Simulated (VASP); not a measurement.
# SbPt (P6_3/mmc) in VASP: notebook, part 2 of 2

VASP 6.6.1. The steps go on from the part before.

**3. Relaxation of cell and atoms, r2SCAN**

This run uses another cell than the first one, of 20.10 Å³/atom.

Contents of POSCAR:

```
SbPt
1.0
    4.1200000000      0.0000000000      0.0000000000
   -2.0600000000      3.5680246600      0.0000000000
    0.0000000000      0.0000000000      5.4700000000
Sb Pt
2 2
Direct
    0.3333333300      0.6666666700      0.2500000000
    0.6666666700      0.3333333300      0.7500000000
    0.0000000000      0.0000000000      0.0000000000
    0.0000000000      0.0000000000      0.5000000000
```

Contents of INCAR.step1:

```
SYSTEM = SbPt
ALGO = Normal ; EDIFF = 1E-4
ENCUT = 600 ; GGA = PE
ISMEAR = -1 ; LASPH = .TRUE.
LCHARG = .FALSE. ; LREAL = .FALSE.
LWAVE = .TRUE. ; NELM = 80
PREC = Accurate ; SIGMA = 0.1
```

Contents of INCAR.step2:

```
SYSTEM = SbPt
ALGO = Normal ; EDIFF = 1E-7
EDIFFG = -0.01 ; ENCUT = 600
IBRION = 2 ; ISIF = 3
ISMEAR = -1 ; ISTART = 1
LASPH = .TRUE. ; LCHARG = .FALSE.
LMIXTAU = .TRUE. ; LREAL = .FALSE.
LWAVE = .FALSE. ; METAGGA = R2SCAN
NELM = 80 ; NSW = 80
PREC = Accurate ; SIGMA = 0.1
```

Contents of KPOINTS:

```
k-points
0
G
  9 9 6
  0 0 0
```

Potentials or basis: VASP PAW PBE potentials, release 64 (Sb, Pt).

Started as:

```console
cat potpaw_PBE.64/Sb/POTCAR potpaw_PBE.64/Pt/POTCAR > POTCAR
cp INCAR.step1 INCAR
mpirun -np 1 vasp_std > vasp.out
cp INCAR.step2 INCAR
mpirun -np 1 vasp_std > vasp.out
```

OUTCAR:

```text
SYSTEM = SbPt
   EDIFF = 1E-7
   EDIFFG = -0.01
   ENCUT = 600
   IBRION = 2
   ISIF = 3
   ISMEAR = -1
   ISTART = 1
   LASPH = .TRUE.
   LREAL = .FALSE.
   METAGGA = R2SCAN
   NELM = 80
   NSW = 80
   PREC = Accurate

 ion  position               nearest neighbor table
   1  0.333  0.667  0.250-   3 2.74   4 2.74   3 2.74   4 2.74   3 2.74   4 2.74   2 3.62   2 3.62
                             2 3.62   2 3.62   2 3.62   2 3.62
   2  0.667  0.333  0.750-   3 2.74   4 2.74   3 2.74   4 2.74   3 2.74   4 2.74   1 3.62   1 3.62
                             1 3.62   1 3.62   1 3.62   1 3.62
   3  0.000  0.000  0.000-   4 2.73   4 2.73   1 2.74   2 2.74   1 2.74   2 2.74   2 2.74   1 2.74

   4  0.000  0.000  0.500-   3 2.73   3 2.73   1 2.74   2 2.74   1 2.74   2 2.74   2 2.74   1 2.74

  LATTYP: Found a hexagonal cell.
 ALAT       =     4.1200000000
 C/A-ratio  =     1.3276699029

  Lattice vectors:

 A1 = (   4.1200000000,   0.0000000000,   0.0000000000)
 A2 = (  -2.0600000000,   3.5680246600,   0.0000000000)
 A3 = (   0.0000000000,   0.0000000000,   5.4700000000)

Analysis of symmetry for initial positions (statically):
=====================================================================
 Subroutine PRICEL returns:
 Original cell was already a primitive cell.

 Routine SETGRP: Setting up the symmetry group for a
 hexagonal supercell.

 Subroutine GETGRP returns: Found 24 space group operations
 (whereof 12 operations were pure point group operations)
 out of a pool of 24 trial point group operations.

The static configuration has the point symmetry D_3d.
 The point group associated with its full space group is D_6h.

Analysis of symmetry for dynamics (positions and initial velocities):
=====================================================================
 Subroutine PRICEL returns:
 Original cell was already a primitive cell.

 Routine SETGRP: Setting up the symmetry group for a
 hexagonal supercell.

 Subroutine GETGRP returns: Found 24 space group operations
 (whereof 12 operations were pure point group operations)
 out of a pool of 24 trial point group operations.

The dynamic configuration has the point symmetry D_3d.
 The point group associated with its full space group is D_6h.

 Subroutine INISYM returns: Found 24 space group operations
 (whereof 12 operations are pure point group operations),
 and found     1 'primitive' translations
[... 106 lines left out ...]
   ISYM   =      2    0-nonsym 1-usesym 2-fastsym
   POTIM  = 0.5000    time-step for ionic-motion
   TEBEG  =    0.0;   TEEND  =   0.0 temperature during run
   PSTRESS=    0.0 pullay stress
   NELECT =      30.0000    total number of electrons
   NUPDOWN=      -1.0000    fix difference up-down
   EMIN   =  10.00;   EMAX   =-10.00  energy-range for DOS
   EFERMI =   0.00;   METHOD = LEGACY
   ISMEAR =    -1;   SIGMA  =   0.10  broadening in eV -4-tet -1-fermi 0-gaus
   EFERMI_NEDOS =   21; number of points for ismear=-14 and -15
   IALGO  =     38    algorithm
   IMIX   =      4    mixing-type and parameters
     AMIX     =   0.40;   BMIX     =  1.00
     AMIX_MAG =   1.60;   BMIX_MAG =  1.00
  volume/ion in A,a.u.               =      20.10       135.66
  Fermi-wavevector in a.u.,A,eV,Ry     =   1.178540  2.227118 18.897912  1.388957
  Thomas-Fermi vector in A             =   2.314867
   LORBIT       =      0    0 simple, 1 ext, 2 COOP (PROOUT), +10 PAW based schemes
   METAGGA = R2SCAN    functional components
   LHFCALC =     F    Hartree Fock is set to
   AEXX    =    0.0000 exact exchange contribution
   IVDW    =     0    specifies the selected vdW correction
   LEPSILON=     F    determine dielectric tensor
   LRPA    =     F    only Hartree local field effects (RPA)
 conjugate gradient relaxation of ions
 non-spin polarized calculation
  energy-cutoff  :      600.00
  volume of cell :       80.41
 maximum number of plane-waves:      2703
 NGX is ok and might be reduce to    36
   NGX = 17   NGY = 17   NGZ = 21

--------------------------------------- Ionic step        1  -------------------------------------------

 number of electron      30.0000004 magnetization

 Free energy of the ion-electron system (eV)
  ---------------------------------------------------
  ext. energy  EPLUGINS =         0.00000000
  ---------------------------------------------------
  free energy    TOTEN  =      -156.14430200 eV

  energy without entropy =     -156.09067572  energy(sigma->0) =     -156.11748886

 E-fermi :  10.2512     XC(G=0): -12.2794

 val. band max:       10.2511141958   @ k =   0.0000   0.0000   0.1667
 cond. band min:      10.2715968073   @ k =   0.2222   0.0000   0.3333
 fundamental gap:      0.0204826114
 Fermi energy:        10.2511858629

 k-point     1 :       0.0000    0.0000    0.0000
  band No.  band energies     occupation
      1      -3.3491      2.00000
      2       0.8936      2.00000
      3       2.7347      2.00000
      4       3.8071      2.00000
      5       3.8071      2.00000
      6       3.9866      2.00000
[... 670 lines left out ...]
--------------------------------------- Ionic step        5  -------------------------------------------

 number of electron      29.9999998 magnetization

 Free energy of the ion-electron system (eV)
  ---------------------------------------------------
  ext. energy  EPLUGINS =         0.00000000
  ---------------------------------------------------
  free energy    TOTEN  =      -156.19913881 eV

  energy without entropy =     -156.14311652  energy(sigma->0) =     -156.17112766

 E-fermi :   9.5987     XC(G=0): -12.0655

 val. band max:        9.5650530771   @ k =   0.0000   0.0000   0.3333
 cond. band min:       9.6020736787   @ k =   0.1111  -0.0000   0.1667
 fundamental gap:      0.0370206016
 Fermi energy:         9.5986573475

 k-point     1 :       0.0000    0.0000    0.0000
  band No.  band energies     occupation
      1      -3.5980      2.00000
      2       0.3859      2.00000
      3       2.4452      2.00000
      4       3.4965      2.00000
      5       3.4965      2.00000
      6       3.6891      2.00000
[... 550 lines left out ...]
  FREE ENERGIE OF THE ION-ELECTRON SYSTEM (eV)
  ---------------------------------------------------
  free  energy   TOTEN  =      -156.1991388076 eV

  energy  without entropy=     -156.1431165185  energy(sigma->0) =     -156.17112766

 reached required accuracy - stopping structural energy minimisation
```

OUTCAR.step1:

```text
SYSTEM = SbPt
   EDIFF = 1E-4
   ENCUT = 600
   GGA = PE
   ISMEAR = -1
   LASPH = .TRUE.
   LREAL = .FALSE.
   NELM = 80
[... 760 lines left out ...]
      2.06000      1.18934      4.10250         0.000000      0.000000      0.000000
      0.00000      0.00000      0.00000         0.000000     -0.000000      0.000000
      0.00000      0.00000      2.73500         0.000000     -0.000000      0.000000
 -----------------------------------------------------------------------------------
    total drift:                               -0.000002      0.000001      0.000000

  FREE ENERGIE OF THE ION-ELECTRON SYSTEM (eV)
  ---------------------------------------------------
  free  energy   TOTEN  =       -22.0210695621 eV

  energy  without entropy=      -21.9639416370  energy(sigma->0) =      -21.99250560
```

Run time: 18 min. Hardware: 1 thread of AMD EPYC 9R45 (Zen 5), shared host; peak memory 0.29 GiB.

Results:

```
Free energy                           : -156.1991 eV
Relaxed volume                        : 20.88 Å³/atom
Relaxed cell                          : a = 4.174 Å, b = 4.174 Å, c = 5.537 Å, α = 90.00°, β = 90.00°, γ = 120.00°
Space group after relaxing (to 0.1 Å) : P6_3/mmc (No. 194)
Energy gained by relaxing             : 13.7 meV/atom
Ionic steps                           : 5
Pressure after relaxing               : 0.0 GPa
Band gap on the k mesh                : zero (bands 15 and 16 overlap by 4.23 eV)
```

Stress tensor (GPa, compression positive):
```
 0.06  0.00  0.00
 0.00  0.06  0.00
 0.00  0.00 -0.06
```

The path:
```
step  energy change (eV)  largest force (eV/Å)  pressure (GPa)  volume (Å³)
   1              0.0000                0.0000            5.86        80.41
   2              0.0957                0.0000           -7.80        89.27
   3             -0.0547                0.0000           -0.09        83.59
   4             -0.0547                0.0000            0.02        83.52
   5             -0.0548                0.0000            0.02        83.53
```

Final structure:
```
Sb Pt
1.0
     4.17363    0.00000    0.00000
    -2.08682    3.61447    0.00000
     0.00000    0.00000    5.53732
Sb Pt
2 2
Direct
  0.33333 0.66667 0.25000
  0.66667 0.33333 0.75000
  0.00000 0.00000 0.00000
  0.00000 0.00000 0.50000
```

Caveat: the PAW data sets were made with another functional, which shifts forces and pressure a little; spin-orbit coupling is left out, which moves the levels of the heavy elements.
